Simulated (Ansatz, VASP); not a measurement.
One calculation of Hf, two programs

File INCAR:

```
PREC = Accurate
ENCUT = 520
EDIFF = 1E-7
ISMEAR = -1
SIGMA = 0.1
LREAL = False
LASPH = True
NELM = 100
ALGO = Normal
ISIF = 2
LWAVE = False
LCHARG = True
GGA = PE
LELF = True
LVHAR = True
NBANDS = 11
```

File KPOINTS:

```
Automatic mesh
0
Gamma
  14 14 14
```

The input POSCAR:

```
Hf
1.0
   -1.8200379224      1.8200379224      1.8200379224
    1.8200379224     -1.8200379224      1.8200379224
    1.8200379224      1.8200379224     -1.8200379224
Hf
1
Direct
    0.0000000000      0.0000000000      0.0000000000
```

Input for Ansatz:

```yaml
crystal:
  lattice:
    - [-1.8200379224, 1.8200379224, 1.8200379224]
    - [1.8200379224, -1.8200379224, 1.8200379224]
    - [1.8200379224, 1.8200379224, -1.8200379224]
  atoms:
    - { symbol: Hf, position: [0.0, 0.0, 0.0] }
hamiltonian:
  xc: pbe
  pseudopotentials:
    kind: paw
    azcp:
      Hf: "pseudopotentials/Hf.paw.azcp"
basis:
  ecutwfc: 420
  fft_grid_basis: typed
kpoints:
  mp_grid: { grid: [14, 14, 14], shift: [0, 0, 0] }
magnetization:
  spin_polarized: false
scf:
  occupations: { method: fermi_dirac, width: 0.1 }
  lower_state_search: "off"
output:
  stress: true
  write_density: true
  write_potential: true
  elf: true
  volumetric_format: npy
```

Alike in both runs: task single point; functional PBE; k mesh 14 × 14 × 14; occupations fermi-dirac, width 0.1 eV; no spin polarisation.

```csv
,VASP,Ansatz
version,VASP 6.6.1,Ansatz 0.2.0
potentials or method,"VASP PAW PBE potentials, release 64 (Hf_pv), cutoff 520 eV","plane waves (420 eV) with PAW, scalar-relativistic"
valence electrons in the cell,10,26
```

```tsv
	VASP	Ansatz	Ansatz less VASP
pressure (GPa)	-7.0	-6.6	+0.36
```

VASP's potentials hold 10 valence electrons a cell and Ansatz's 26, so a difference there can come from the potentials and not from the codes.

Neither program's run includes spin-orbit coupling.
